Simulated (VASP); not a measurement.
A run of VASP 6.6.1:

The input INCAR:

```
  AGGAC = 1.0
  AGGAX = 1.0
  ALDAC = 0.0
  ALDAX = 1.0
  ALGO = Normal
  EDIFF = 1E-7
  ENCUT = 520
  GGA = B5
  ISIF = 2
  ISMEAR = -1
  ISPIN = 2
  LASPH = True
  LCHARG = False
  LMAXMIX = 4
  LORBIT = 11
  LREAL = False
  LWAVE = False
  MAGMOM = 1 1
  NBANDS = 25
  NELM = 150
  PREC = Accurate
  SIGMA = 0.05
```

The input KPOINTS:

```
k-points
0
Gamma
  13 13 8
```

Contents of POSCAR:

```
Ru
1.0
    2.7685637282      0.0000000000      0.0000000000
   -1.3842818641      2.3976465207      0.0000000000
    0.0000000000      0.0000000000      4.3443274367
Ru
2
Direct
    0.3333333333      0.6666666667      0.2500000000
    0.6666666667      0.3333333333      0.7500000000
```

Potentials or basis: VASP PAW PBE potentials, release 64 (Ru_pv).

Launch:

```console
$ cat potpaw_PBE.64/Ru_pv/POTCAR > POTCAR
$ mpirun -np 1 vasp_std > vasp.out
```

Hardware: 1 thread of Intel(R) Xeon(R) 6975P-C (Granite Rapids), with other jobs on the host.

Question: How long does it take, and how much memory?

Answer: It took 59 s on 1 thread of Intel(R) Xeon(R) 6975P-C (Granite Rapids), on a shared host, peak memory 0.22 GiB. Counts: scf iterations 15, k points 105.
